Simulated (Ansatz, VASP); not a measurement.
**MgNb2O4: VASP beside Ansatz**

```
Mg Nb O
1.0
     0.00000    4.35543    4.35543
     4.35543    0.00000    4.35543
     4.35543    4.35543    0.00000
Mg Nb O
2 4 8
Cartesian
  4.3554 4.3554 4.3554
  6.5331 6.5331 6.5331
  3.2666 3.2666 1.0889
  1.0889 1.0889 1.0889
  1.0889 3.2666 3.2666
  3.2666 1.0889 3.2666
  5.4601 3.2508 5.4601
  3.2508 5.4601 5.4601
  5.4601 5.4601 3.2508
  3.2508 3.2508 3.2508
  5.4285 5.4285 7.6378
  5.4285 7.6378 5.4285
  7.6378 5.4285 5.4285
  7.6378 7.6378 7.6378
```

Alike in both runs: task relaxation of cell and atoms; functional PBE; k mesh 6 × 6 × 6; occupations gaussian, width 0.1 eV; no spin polarisation.

```csv
,VASP,Ansatz
version,VASP 6.6.1,Ansatz 0.2.0
potentials or method,"VASP PAW PBE potentials, release 64 (Mg, Nb_sv, O), cutoff 600 eV","scalar-relativistic, plane waves, PAW"
valence electrons in the cell,104,120
```

|  | VASP | Ansatz | Ansatz less VASP |
| --- | --- | --- | --- |
| gap on the k mesh at the Fermi level, each at its own relaxed structure (eV) | none | none | - |
| relaxed volume (Å³/atom) | 11.77 | 11.80 | +0.030 |
| relaxed cell length with the largest relative difference (Å) | 6.154 | 6.159 | +0.0052 |

A gap of «none» marks a metal or a gap that the smearing closes. VASP's potentials hold 104 valence electrons a cell and Ansatz's 120, so a difference there can come from the potentials and not from the codes.
